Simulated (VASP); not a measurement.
# Ga2BAs3 (I-4m2) in VASP: notebook, part 2 of 2

VASP 6.6.1. Earlier steps stand in the parts before.

**3. Single point, PBE**

This run uses another cell than the first one, of 20.07 Å³/atom.

INCAR reads:

```
PREC     = Accurate       # precision mode
ENCUT    = 520            # plane-wave cutoff, eV
EDIFF    = 1E-6           # SCF threshold, eV
ISMEAR   = 0              # smearing method
SIGMA    = 0.1            # smearing width, eV
LREAL    = F              # projectors in reciprocal space
LASPH    = T              # aspherical terms in the spheres
NELM     = 100            # most SCF steps
ALGO     = Normal         # electronic algorithm
ISIF     = 2              # what is computed and relaxed
LWAVE    = F              # write WAVECAR
LCHARG   = F              # write CHGCAR
GGA      = PE             # functional
NBANDS   = 31             # bands
```

KPOINTS reads:

```
regular mesh
0
Gamma
  6 6 6
```

POSCAR reads:

```
Ga2BAs3
1.0
   -1.9030556304      1.9030556304      8.3138755767
    1.9030556304     -1.9030556304      8.3138755767
    1.9030556304      1.9030556304     -8.3138755767
Ga B As
2 1 3
Direct
    0.6596645075      0.6596645075      0.0000000000
    0.3403354925      0.3403354925      0.0000000000
    0.0000000000      0.0000000000      0.0000000000
    0.4320292364      0.9320292364      0.5000000000
    0.0679707636      0.5679707636      0.5000000000
    0.7500000000      0.2500000000      0.5000000000
```

Potentials or basis: VASP PAW PBE potentials, release 64 (Ga_d, B, As).

Run with:

```bash
$ cat potpaw_PBE.64/Ga_d/POTCAR potpaw_PBE.64/B/POTCAR potpaw_PBE.64/As/POTCAR > POTCAR
$ mpirun -np 1 vasp_std > vasp.out
```

OUTCAR:

```text
PREC = Accurate
   ENCUT = 520
   EDIFF = 1E-6
   ISMEAR = 0
   LREAL = F
   LASPH = T
   NELM = 100
   ISIF = 2
   GGA = PE

 ion  position               nearest neighbor table
   1  0.660  0.660  0.000-   6 2.42   6 2.42   5 2.44   5 2.44
   2  0.340  0.340  0.000-   6 2.42   6 2.42   4 2.44   4 2.44
   3  0.000  0.000  0.000-   5 2.21   4 2.21   5 2.21   4 2.21
   4  0.432  0.932  0.500-   3 2.21   3 2.21   2 2.44   2 2.44
   5  0.068  0.568  0.500-   3 2.21   3 2.21   1 2.44   1 2.44
   6  0.750  0.250  0.500-   2 2.42   1 2.42   2 2.42   1 2.42

  LATTYP: Found a body centered tetragonal cell.
 ALAT       =     3.8061112608
 C/A-ratio  =     4.3686981315

  Lattice vectors:

 A1 = (  -1.9030556304,   1.9030556304,   8.3138755767)
 A2 = (   1.9030556304,  -1.9030556304,   8.3138755767)
 A3 = (   1.9030556304,   1.9030556304,  -8.3138755767)

Analysis of symmetry for initial positions (statically):
=====================================================================
 Subroutine PRICEL returns:
 Original cell was already a primitive cell.

 Routine SETGRP: Setting up the symmetry group for a
 body centered tetragonal supercell.

 Subroutine GETGRP returns: Found  8 space group operations
 (whereof  8 operations were pure point group operations)
 out of a pool of 16 trial point group operations.

The static configuration has the point symmetry D_2d.

Analysis of symmetry for dynamics (positions and initial velocities):
=====================================================================
 Subroutine PRICEL returns:
 Original cell was already a primitive cell.

 Routine SETGRP: Setting up the symmetry group for a
 body centered tetragonal supercell.

 Subroutine GETGRP returns: Found  8 space group operations
 (whereof  8 operations were pure point group operations)
 out of a pool of 16 trial point group operations.

[... 129 lines left out ...]
  volume/ion in A,a.u.               =      20.07       135.46
  Fermi-wavevector in a.u.,A,eV,Ry     =   1.170317  2.211579 18.635113  1.369642
  Thomas-Fermi vector in A             =   2.306777
   LORBIT       =      0    0 simple, 1 ext, 2 COOP (PROOUT), +10 PAW based schemes
   GGA     = PE    functional components
   LHFCALC =     F    Hartree Fock is set to
   AEXX    =    0.0000 exact exchange contribution
   IVDW    =     0    specifies the selected vdW correction
   LEPSILON=     F    determine dielectric tensor
   LRPA    =     F    only Hartree local field effects (RPA)
 non-spin polarized calculation
 Gauss-broadening in eV      SIGMA  =   0.10
  energy-cutoff  :      520.00
  volume of cell :      120.44
 maximum number of plane-waves:      3262
 NGX is ok and might be reduce to    70
   NGX = 33   NGY = 33   NGZ = 33

 number of electron      44.0000000 magnetization

 Free energy of the ion-electron system (eV)
  ---------------------------------------------------
  ext. energy  EPLUGINS =         0.00000000
  ---------------------------------------------------
  free energy    TOTEN  =       -26.94849886 eV

  energy without entropy =      -26.94849593  energy(sigma->0) =      -26.94849740

 E-fermi :   4.7707     XC(G=0):  -9.7611

 val. band max:        4.5286933661   @ k =   0.0000   0.0000   0.0000
 cond. band min:       4.9994691667   @ k =   0.0000   0.0000   0.0000
 fundamental gap:      0.4707758007
 Fermi energy:         4.7707148205

 k-point     1 :       0.0000    0.0000    0.0000
  band No.  band energies     occupation
      1     -10.6216      2.00000
      2     -10.5628      2.00000
      3     -10.4973      2.00000
      4     -10.4973      2.00000
      5     -10.4700      2.00000
      6     -10.4700      2.00000
[... 805 lines left out ...]
     30       9.0891      0.00000
     31      10.2805      0.00000

 [... further k-points ...]

------------------------ aborting loop because EDIFF is reached ----------------------------------------

  FORCE on cell =-STRESS in cart. coord.  units (eV):
  Direction    XX          YY          ZZ          XY          YZ          ZX
  --------------------------------------------------------------------------------------
  -------------------------------------------------------------------------------------
  Total        0.3379974      0.3379974      0.2694025      0.0000000      0.0000000      0.0000000
  in kB        4.4963220      4.4963220      3.5838159      0.0000000      0.0000000      0.0000000
  external PRESSURE =       4.1921533 kB  Pullay stress =       0.0000000 kB

 VOLUME and BASIS-vectors are now :
 -----------------------------------------------------------------------------
  energy-cutoff  :      520.00
  volume of cell :      120.44
      direct lattice vectors                 reciprocal lattice vectors
    -1.903055630  1.903055630  8.313875577     0.000000000  0.262735357  0.060140424
     1.903055630 -1.903055630  8.313875577     0.262735357  0.000000000  0.060140424
     1.903055630  1.903055630 -8.313875577     0.262735357  0.262735357  0.000000000

 POSITION                                       TOTAL-FORCE (eV/Angst)
 -----------------------------------------------------------------------------------
      0.00000      0.00000     10.96874        -0.000000      0.000000     -0.008162
      0.00000      0.00000      5.65901        -0.000000      0.000000      0.008162
      0.00000      0.00000      0.00000        -0.000000      0.000000      0.000000
      1.90306     -0.00000      7.18367         0.000000     -0.000000     -0.011592
      1.90306      0.00000      1.13020         0.000000     -0.000000      0.011592
      0.00000      1.90306      4.15694        -0.000000      0.000000     -0.000000
 -----------------------------------------------------------------------------------
    total drift:                               -0.000001      0.000001     -0.000000

  FREE ENERGIE OF THE ION-ELECTRON SYSTEM (eV)
  ---------------------------------------------------
  free  energy   TOTEN  =       -26.9484988588 eV

  energy  without entropy=      -26.9484959332  energy(sigma->0) =      -26.94849740
```

OSZICAR:

```text
N       E                     dE             d eps       ncg     rms          rms(c)
DAV:   1     0.326239543132E+03    0.32624E+03   -0.20158E+04  1944   0.185E+03
DAV:   2     0.139519462371E+02   -0.31229E+03   -0.29711E+03  2072   0.473E+02
DAV:   3    -0.258228102742E+02   -0.39775E+02   -0.38773E+02  2247   0.126E+02
DAV:   4    -0.274098166628E+02   -0.15870E+01   -0.15797E+01  2351   0.269E+01
DAV:   5    -0.274433870030E+02   -0.33570E-01   -0.33550E-01  2183   0.364E+00    0.539E+00
DAV:   6    -0.270136781422E+02    0.42971E+00   -0.70048E-01  2683   0.947E+00    0.306E+00
DAV:   7    -0.269452456803E+02    0.68432E-01   -0.33188E-01  2157   0.281E+00    0.101E+00
DAV:   8    -0.269467873470E+02   -0.15417E-02   -0.42298E-02  2360   0.192E+00    0.261E-01
DAV:   9    -0.269480714823E+02   -0.12841E-02   -0.51312E-03  2188   0.631E-01    0.878E-02
DAV:  10    -0.269483306841E+02   -0.25920E-03   -0.76621E-04  2474   0.166E-01    0.367E-02
DAV:  11    -0.269484634882E+02   -0.13280E-03   -0.12452E-04  2268   0.530E-02    0.166E-02
DAV:  12    -0.269484942356E+02   -0.30747E-04   -0.33267E-05  1963   0.285E-02    0.623E-03
DAV:  13    -0.269484986863E+02   -0.44507E-05   -0.77730E-06  1953   0.166E-02    0.188E-03
DAV:  14    -0.269484988588E+02   -0.17250E-06   -0.51265E-07  1552   0.405E-03
   1 F= -.26948499E+02 E0= -.26948497E+02  d E =-.292557E-05
```

stdout:

```text
POSCAR found type information on POSCAR GaB As
 POSCAR found :  3 types and       6 ions
 scaLAPACK will be used
 LDA part: xc-table for (Slater+PW92), standard interpolation
 POSCAR, INCAR and KPOINTS ok, starting setup
 FFT: planning ... GRIDC
 FFT: planning ... GRID_SOFT
 FFT: planning ... GRID
 WAVECAR not read
 entering main loop
```

Wall time 8.4 min (1 thread of Intel Xeon Platinum 8488C (Sapphire Rapids), shared host); peak memory 0.7 GiB.

Results:

| Property | Result |
| --- | --- |
| Free energy | -26.9485 eV |
| Pressure | 0.4 GPa |
| Largest force | 0.012 eV/Å |
| Band gap on the k mesh | 0.47 eV |

Forces on the atoms (eV/Å):
```
Ga   0.000  0.000 -0.008
Ga   0.000  0.000  0.008
B    0.000  0.000  0.000
As   0.000  0.000 -0.012
As   0.000  0.000  0.012
As   0.000  0.000  0.000
```

Stress tensor (GPa, compression positive):
```
0.45 0.00 0.00
0.00 0.45 0.00
0.00 0.00 0.36
```

Caveat: semilocal functionals underestimate gaps, and a narrow one can read as zero. A k mesh can miss the band edges.

**4. Relaxation of cell and atoms, PBE**

INCAR reads:

```
SYSTEM = Ga2BAs3
PREC = Accurate ; ENCUT = 600
EDIFF = 1E-6 ; ISMEAR = 0
SIGMA = 0.1 ; LREAL = .FALSE.
LASPH = .TRUE. ; NELM = 60
ALGO = Normal ; ISIF = 3
LWAVE = .FALSE. ; LCHARG = .FALSE.
GGA = PE ; IBRION = 2
NSW = 90 ; EDIFFG = -0.04
```

KPOINTS reads:

```
Automatic mesh
0
G
  6 6 6
  0 0 0
```

POSCAR reads:

```
Ga2BAs3
1.0
   -1.9001415200      1.9001415200      8.0616177200
    1.9001415200     -1.9001415200      8.0616177200
    1.9001415200      1.9001415200     -8.0616177200
Ga B As
2 1 3
Direct
    0.6666666700      0.6666666700      0.0000000000
    0.3333333300      0.3333333300      0.0000000000
    0.0000000000      0.0000000000      0.0000000000
    0.4166666700      0.9166666700      0.5000000000
    0.0833333300      0.5833333300      0.5000000000
    0.7500000000      0.2500000000      0.5000000000
```

Run with:

```bash
$ cat potpaw_PBE.64/Ga_d/POTCAR potpaw_PBE.64/B/POTCAR potpaw_PBE.64/As/POTCAR > POTCAR
$ mpirun -np 1 vasp_std > vasp.out
```

Wall time 35 min (1 thread of Intel Xeon Platinum 8488C (Sapphire Rapids), shared host); peak memory 0.8 GiB.

It converged, with:

* Free energy: -26.9489 eV
* Relaxed volume: 20.19 Å³/atom
* Relaxed cell: a = 8.739 Å, b = 8.739 Å, c = 8.739 Å, α = 154.76°, β = 154.76°, γ = 35.99°
* Space group after relaxing (to 0.1 Å): I-4m2 (No. 119)
* Energy gained by relaxing: 151.5 meV/atom
* Ionic steps: 8
* Pressure after relaxing: 0.0 GPa
* Largest force after relaxing: 0.014 eV/Å
* Band gap on the k mesh: 0.45 eV

Forces in eV/Å, atoms in the order of the input:
```
Ga   0.000  0.000  0.013
Ga   0.000  0.000 -0.013
B    0.000  0.000  0.000
As   0.000  0.000 -0.014
As   0.000  0.000  0.014
As   0.000  0.000  0.000
```

Stress tensor (GPa, compression positive):
```
-0.07  0.00  0.00
 0.00 -0.07  0.00
 0.00  0.00  0.11
```

Step by step:
| step | energy change (eV) | largest force (eV/Å) | pressure (GPa) | volume (Å³) |
| --- | --- | --- | --- | --- |
| 1 | 0.0000 | 3.2081 | 6.07 | 116.43 |
| 2 | -0.6303 | 0.9071 | -3.71 | 129.25 |
| 3 | -0.6351 | 0.8663 | -3.14 | 128.10 |
| 4 | -0.8419 | 0.6771 | -1.06 | 123.27 |
| 5 | -0.8820 | 0.5375 | 0.64 | 120.20 |
| 6 | -0.9085 | 0.0278 | 0.10 | 120.95 |
| 7 | -0.9085 | 0.0423 | 0.08 | 120.97 |
| 8 | -0.9092 | 0.0137 | -0.01 | 121.16 |

Final structure:
```yaml
crystal:
  lattice:
    - [-1.90908, 1.90908, 8.31113]
    - [1.90908, -1.90908, 8.31113]
    - [1.90908, 1.90908, -8.31113]
  atoms:
    - { symbol: Ga, position: [0.65956, 0.65956, 0.00000] }
    - { symbol: Ga, position: [0.34044, 0.34044, 0.00000] }
    - { symbol: B, position: [0.00000, 0.00000, 0.00000] }
    - { symbol: As, position: [0.43204, 0.93204, 0.50000] }
    - { symbol: As, position: [0.06796, 0.56796, 0.50000] }
    - { symbol: As, position: [0.75000, 0.25000, 0.50000] }
```

Levels at points of the mesh, in eV from the valence-band top:
| k point | band 19 | band 20 | band 21 | band 22 | band 23 | band 24 | band 25 | band 26 |
| --- | --- | --- | --- | --- | --- | --- | --- | --- |
| (0.00, 0.00, 0.00) | -1.98 | -0.41 | 0.00 | 0.00 | 0.45 | 0.65 | 1.44 | 2.56 |
| (0.50, 0.00, 0.00) | -2.72 | -1.59 | -1.03 | -0.88 | 0.61 | 1.83 | 2.82 | 3.89 |
| (0.50, 0.50, 0.00) | -3.84 | -3.81 | -3.18 | -3.11 | 1.15 | 1.18 | 2.85 | 2.98 |
| (0.50, 0.50, 0.50) | -1.44 | -1.44 | -0.77 | -0.77 | 0.62 | 1.00 | 2.28 | 2.66 |

Caveat: semilocal functionals underestimate gaps, and a narrow one can read as zero. A k mesh can miss the band edges.

**5. Summary**

| task | cell | cutoff (eV) | gap on the mesh (eV) | pressure (GPa) | largest force (eV/Å) |
| --- | --- | --- | --- | --- | --- |
| single point | a = 8.498 Å, angles 154.2, 154.2, 36.9°, 6 atoms, atomic positions A | 520 | 0.91 | 6.1 | 3.21 |
| single point | a = 8.739 Å, angles 154.8, 154.8, 35.9°, 6 atoms, atomic positions B | 520 | 0.47 | 0.4 | 0.01 |
| relaxation of cell and atoms | relaxed from a = 8.498 Å, angles 154.2, 154.2, 36.9°, 6 atoms, atomic positions A | 600 | 0.45 | 0.0 | 0.01 |

Alike in all rows: level PBE; potentials or basis VASP PAW PBE potentials, release 64 (Ga_d, B, As); no spin polarisation; k mesh 6 × 6 × 6; smearing gaussian 0.1 eV.

Caveats: semilocal functionals underestimate gaps, and a narrow one can read as zero (at least some runs); the cell stands under pressure (at least some runs); forces of over 1 eV/Å act on the atoms, so gaps and moduli don't describe the material at rest (at least some runs).

Total energies depend on the potentials used, so only differences within one code and one set of settings carry meaning.
